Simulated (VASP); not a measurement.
Here is a VASP 6.6.1 calculation.

The input INCAR:

```
PREC = Accurate
ENCUT = 520
EDIFF = 1E-6
ISMEAR = 0
SIGMA = 0.01
LREAL = Auto
LASPH = True
NELM = 200
ALGO = Normal
ISIF = 2
LWAVE = False
LCHARG = False
ISPIN = 2
MAGMOM = 0 0 0 0 0 0 0 0 0 0 0 0 0 0 0 0.167 0 0 0.167 0 0 0 0 0.167 0 0 0 0 0 0 0 0.167 0.167 0 0 0 0 0 0 0.167 0 0 0 0 0 0 0
LORBIT = 11
GGA = PE
NELECT = 253.0
NBANDS = 160
GGA_COMPAT = False
KPAR = 2
NCORE = 2
```

KPOINTS

```
Automatic mesh
0
Gamma
  2 2 2
  0.5 0.5 0.5
```

The input POSCAR:

```
Mg15F32
1.0
   -4.6975810614     -4.6975810614      6.1859837852
   -4.6975810614      4.6975810614     -6.1859837852
    4.6975810614     -4.6975810614     -6.1859837852
Mg F
15 32
Direct
    0.0000000000      0.1263264801      0.6263264801
    0.0000000000      0.8750000000      0.3750000000
    0.0000000000      0.6236735199      0.1236735199
    0.5000000000      0.3750000000      0.3750000000
    0.5000000000      0.1250000000      0.1250000000
    0.5000000000      0.8750000000      0.8750000000
    0.5000000000      0.6250000000      0.6250000000
    0.0000000000      0.4985541810      0.5005377765
    0.0000000000      0.2514458190      0.2494622235
    1.0000000000      1.0005377765     -0.0014458190
    1.0000000000      0.7494622235      0.7514458190
    0.5091992047      0.5069180702      0.0069180702
    0.4908007953      0.2430819298      0.7430819298
    0.4908007953      0.9977188655      0.4977188655
    0.5091992047      0.7522811345      0.2522811345
    0.7851580823      0.1279043001      0.6279043001
    0.8056650039      0.9022299501      0.4022299501
    0.8056650039      0.6534350539      0.1534350539
    0.7851580823      0.4072537822      0.9072537822
    0.3037033749      0.1525964476      0.1504134976
    0.3037033749      0.9011069273      0.9032898773
    0.3037033749      0.6504134976      0.6525964476
    0.3037033749      0.4032898773      0.4011069273
    0.0000000000      0.2220953307      0.0279046693
    0.0000000000      0.9718804341      0.7761963949
    0.0000000000      0.7227940992      0.5272059008
    0.0000000000      0.4738036051      0.2781195659
    0.4938857702      0.2207794307      0.5231063395
    0.5000000000      0.9734155665      0.2765844335
    0.5061142298      0.7268936605      0.0292205693
    0.5000000000      0.4734155665      0.7765844335
    0.2148419177      0.6220956999      0.1220956999
    0.2148419177      0.3427462178      0.8427462178
    0.1943349961      0.0965649461      0.5965649461
    0.1943349961      0.8477700499      0.3477700499
    0.6962966251      0.5974035524      0.5995865024
    0.6962966251      0.3467101227      0.3488930727
    0.6962966251      0.0995865024      0.0974035524
    0.6962966251      0.8488930727      0.8467101227
    0.0000000000      0.5279046693      0.7220953307
    0.0000000000      0.2761963949      0.4718804341
    0.0000000000      0.0272059008      0.2227940992
    0.0000000000      0.7781195659      0.9738036051
    0.5061142298      0.5292205693      0.2268936605
    0.5000000000      0.2765844335      0.9734155665
    0.4938857702      0.0231063395      0.7207794307
    0.5000000000      0.7765844335      0.4734155665
```

Potentials or basis: VASP PAW PBE potentials, release 64 (Mg, F).

Command:

```console
$ cat potpaw_PBE.64/Mg/POTCAR potpaw_PBE.64/F/POTCAR > POTCAR
$ mpirun -np 4 vasp_std > vasp.out
```

**Question.** Estimate the net moment.

**Answer.** 3.00 μB per cell.

**Question.** Predict the largest force.

**Answer.** 0.036 eV/Å.

Forces in eV/Å, atoms in the order of the input:
```
Mg   0.000  0.000 -0.015
Mg   0.000  0.000  0.000
Mg   0.000  0.000  0.015
Mg   0.000  0.000  0.000
Mg   0.000  0.000  0.000
Mg   0.000  0.000  0.000
Mg   0.000  0.000  0.000
Mg  -0.001  0.001 -0.008
Mg   0.001 -0.001  0.008
Mg   0.001 -0.001 -0.008
Mg  -0.001  0.001  0.008
Mg   0.018  0.018  0.026
Mg  -0.018 -0.018 -0.026
Mg  -0.018 -0.018  0.026
Mg   0.018  0.018 -0.026
F    0.007  0.007  0.022
F   -0.015 -0.015 -0.001
F   -0.015 -0.015  0.001
F    0.007  0.007 -0.022
F    0.003  0.001 -0.013
F    0.001  0.003  0.013
F    0.001  0.003 -0.013
F    0.003  0.001  0.013
F    0.020 -0.020  0.000
F   -0.005  0.005 -0.009
F    0.007 -0.007  0.000
F   -0.005  0.005  0.009
F   -0.015  0.006  0.000
F    0.015 -0.015  0.000
F   -0.006  0.015  0.000
F    0.015 -0.015  0.000
F   -0.007 -0.007 -0.022
F   -0.007 -0.007  0.022
F    0.015  0.015 -0.001
F    0.015  0.015  0.001
F   -0.003 -0.001  0.013
F   -0.003 -0.001 -0.013
F   -0.001 -0.003  0.013
F   -0.001 -0.003 -0.013
F   -0.020  0.020  0.000
F    0.005 -0.005 -0.009
F   -0.007  0.007  0.000
F    0.005 -0.005  0.009
F    0.015 -0.006  0.000
F   -0.015  0.015  0.000
F    0.006 -0.015  0.000
F   -0.015  0.015  0.000
```

Caveat: the k points lie up to 0.47 Å⁻¹ apart; the cell carries a net charge on a neutralising background, which shifts energy and pressure.
